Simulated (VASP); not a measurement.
Here is a VASP 6.6.1 calculation.

File INCAR:

```
ALGO = Normal ; DIPOL = 0.5 0.5 0.410
EDIFF = 1E-6 ; ENCUT = 520
GGA = PE ; IDIPOL = 3
ISIF = 2 ; ISMEAR = 0
IVDW = 12 ; LASPH = True
LCHARG = False ; LDIPOL = True
LREAL = False ; LWAVE = False
NBANDS = 48 ; NELM = 100
PREC = Accurate ; SIGMA = 0.05
```

KPOINTS

```
k-points
0
Gamma
  9 9 1
```

File POSCAR:

```
InSe
1.0
    4.0266404825      0.0000000000      0.0000000000
   -2.0133202413      3.4871729498      0.0000000000
    0.0000000000      0.0000000000     28.2710567674
Se In
4 4
Direct
    0.0000000000      0.0000000000      0.1591733920
    0.0000000000      0.0000000000      0.3495780655
    0.2222222222      0.8888888889      0.4702496866
    0.2222222222      0.8888888889      0.6606548923
    0.6666666667      0.3333333333      0.2049779959
    0.6666666667      0.3333333333      0.3038215508
    0.8888888889      1.2222222222      0.5160100137
    0.8888888889      1.2222222222      0.6148516754
```

Potentials or basis: VASP PAW PBE potentials, release 64 (Se, In_d).

Command:

```sh
$ cat potpaw_PBE.64/Se/POTCAR potpaw_PBE.64/In_d/POTCAR > POTCAR
$ mpirun -np 1 vasp_std > vasp.out
```

What does it give for the band gap on the k mesh?

1.12 eV (least direct gap 1.17 eV).

Predict the largest force.

0.066 eV/Å.

Forces on the atoms (eV/Å):
```
Se  -0.002  0.001 -0.015
Se  -0.059  0.024  0.015
Se   0.055 -0.017 -0.015
Se   0.001  0.000  0.015
In  -0.004  0.002  0.013
In   0.008 -0.006 -0.014
In  -0.002 -0.003  0.014
In   0.003 -0.001 -0.013
```

Caveat: the cell differs from its parent crystal (layers slid over each other, then relaxed in part); spin-orbit coupling is left out, which moves the levels of the heavy elements.
